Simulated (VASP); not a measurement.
A run of VASP 6.6.1 is set up as follows.

INCAR

```
  ALGO = Normal
  EDIFF = 1E-7
  ENCUT = 520
  GGA = PS
  ISIF = 2
  ISMEAR = 0
  LASPH = T
  LCHARG = F
  LREAL = F
  LWAVE = F
  NBANDS = 11
  NELM = 60
  PREC = Accurate
  SIGMA = 0.01
```

File KPOINTS:

```
k-points
0
Gamma
  8 8 8
```

The input POSCAR:

```
BP
1.0
    0.0000000000      2.2433421021      2.2433421021
    2.2433421021      0.0000000000      2.2433421021
    2.2433421021      2.2433421021      0.0000000000
B P
1 1
Direct
    0.0000000000      0.0000000000      0.0000000000
    0.2500000000      0.2500000000      0.2500000000
```

Potentials or basis: VASP PAW PBE potentials, release 64 (B, P).

Command:

```bash
$ cat potpaw_PBE.64/B/POTCAR potpaw_PBE.64/P/POTCAR > POTCAR
$ mpirun -np 1 vasp_std > vasp.out
```

(1) What does it give for the band gap on the k mesh?

(2) What does it give for the pressure?

## Answers

(1) 1.12 eV, indirect (least direct gap 3.41 eV).

(2) 4.1 GPa.

Caveat: the PAW data sets were made with another functional, which shifts forces and pressure a little.
